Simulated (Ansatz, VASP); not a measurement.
# Two plane-wave programs on Ta

The input INCAR:

```
SYSTEM = Ta
PREC     = Accurate       ! precision mode
ENCUT    = 520            ! plane-wave cutoff, eV
EDIFF    = 1E-7           ! SCF threshold, eV
ISMEAR   = 0              ! smearing method
SIGMA    = 0.028000000000000004 ! smearing width, eV
LREAL    = .False.        ! projectors in reciprocal space
LASPH    = .True.         ! aspherical terms in the spheres
NELM     = 60             ! most SCF steps
ALGO     = Normal         ! electronic algorithm
ISIF     = 2              ! what is computed and relaxed
LWAVE    = .False.        ! write WAVECAR
LCHARG   = .False.        ! write CHGCAR
GGA      = PE             ! functional
NBANDS   = 12             ! bands
```

KPOINTS

```
Automatic mesh
0
Gamma
  11 11 11
  0 0 0
```

POSCAR

```
Ta
1.0
   -1.6512800000      1.6512800000      1.6512800000
    1.6512800000     -1.6512800000      1.6512800000
    1.6512800000      1.6512800000     -1.6512800000
Ta
1
Direct
    0.0000000000      0.0000000000      0.0000000000
```

input.yaml

```yaml
crystal:
  lattice:
    - [-1.65128, 1.65128, 1.65128]
    - [1.65128, -1.65128, 1.65128]
    - [1.65128, 1.65128, -1.65128]
  atoms:
    - { symbol: Ta, position: [0.0, 0.0, 0.0] }
hamiltonian:
  xc: pbe
  pseudopotentials: { kind: paw }
kpoints:
  mp_grid: { grid: [11, 11, 11] }
scf:
  occupations: { method: gaussian, width: 0.028 }
output:
  forces: true
  stress: true
  eigenvalues: true
```

Alike in both runs: task single point; functional PBE; k mesh 11 × 11 × 11; occupations gaussian, width 0.028 eV; no spin polarisation.

|  | VASP | Ansatz |
| --- | --- | --- |
| version | VASP 6.6.1 | Ansatz 0.2.0 |
| potentials or method | VASP PAW PBE potentials, release 64 (Ta_pv) | Ansatz PAW |
| plane-wave cutoff (eV) | 520 | 420 |
| valence electrons in the cell | 11 | 13 |

VASP gave:

| Quantity | Value |
| --- | --- |
| gap on the k mesh at the Fermi level (eV) | none |
| pressure (GPa) | 2.2 |

Q: What did Ansatz give for the same quantities?

A: gap on the k mesh at the Fermi level (eV): none; pressure (GPa): 2.1.

A gap of «none» marks a metal or a gap that the smearing closes. VASP's potentials hold 11 valence electrons a cell and Ansatz's 13, so a difference there can come from the potentials and not from the codes.

Neither program's run includes spin-orbit coupling.
